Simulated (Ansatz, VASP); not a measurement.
## SrO: VASP beside Ansatz

The input POSCAR:

```
SrO
1.0
    0.0000000000      2.5697984671      2.5697984671
    2.5697984671      0.0000000000      2.5697984671
    2.5697984671      2.5697984671      0.0000000000
Sr O
1 1
Direct
    0.5000000000      0.5000000000      0.5000000000
    0.0000000000      0.0000000000      0.0000000000
```

The input INCAR.step1:

```
SYSTEM = SrO
  PREC = Accurate
  ENCUT = 520
  ISMEAR = 0
  SIGMA = 0.05
  LREAL = .False.
  LASPH = .True.
  NELM = 100
  NBANDS = 15
  GGA = PE
  ALGO = Normal
  EDIFF = 1E-4
  LWAVE = .True.
  LCHARG = .False.
```

The input INCAR.step2:

```
SYSTEM = SrO
  PREC = Accurate
  ENCUT = 520
  EDIFF = 1E-7
  ISMEAR = 0
  SIGMA = 0.05
  LREAL = .False.
  LASPH = .True.
  NELM = 100
  ALGO = Normal
  ISIF = 2
  LWAVE = .False.
  LCHARG = .False.
  METAGGA = R2SCAN
  LMIXTAU = .True.
  LUSE_VDW = .True.
  IVDW_NL = 2
  BPARAM = 11.95
  CPARAM = 0.0093
  NBANDS = 15
  ISTART = 1
```

File KPOINTS:

```
regular mesh
0
Gamma
  8 8 8
  0 0 0
```

Input for Ansatz:

```yaml
crystal:
  lattice:
    - [0.0, 2.5697984671, 2.5697984671]
    - [2.5697984671, 0.0, 2.5697984671]
    - [2.5697984671, 2.5697984671, 0.0]
  atoms:
    - { symbol: Sr, position: [0.5, 0.5, 0.5] }
    - { symbol: O, position: [0.0, 0.0, 0.0] }
basis:
  ecutwfc: 500
  ecutrho_ratio: 4
kpoints:
  mp_grid: { grid: [8, 8, 8] }
hamiltonian:
  xc: r2scan
  dispersion: rvv10
scf:
  occupations: { method: gaussian, width: 0.05 }
output:
  forces: true
  stress: true
  eigenvalues: true
```

Alike in both runs: task single point; functional r2SCAN; dispersion rVV10; k mesh 8 × 8 × 8; occupations gaussian, width 0.05 eV; no spin polarisation.

|  | VASP | Ansatz |
| --- | --- | --- |
| version | VASP 6.6.1 | Ansatz 0.2.0 |
| potentials or method | VASP PAW PBE potentials, release 64 (Sr_sv, O), cutoff 520 eV | scalar-relativistic, plane waves, PAW |
| valence electrons in the cell | 16 | 16 |

VASP gave:

* gap on the k mesh at the Fermi level (eV): 3.70
* least direct gap on the mesh (eV): 3.78
* pressure (GPa): 0.7

**Question.** Estimate Ansatz's values.

**Answer.** gap on the k mesh at the Fermi level (eV): 3.75; least direct gap on the mesh (eV): 3.82; pressure (GPa): 0.1.

VASP's potentials were made for PBE, not for r2SCAN.
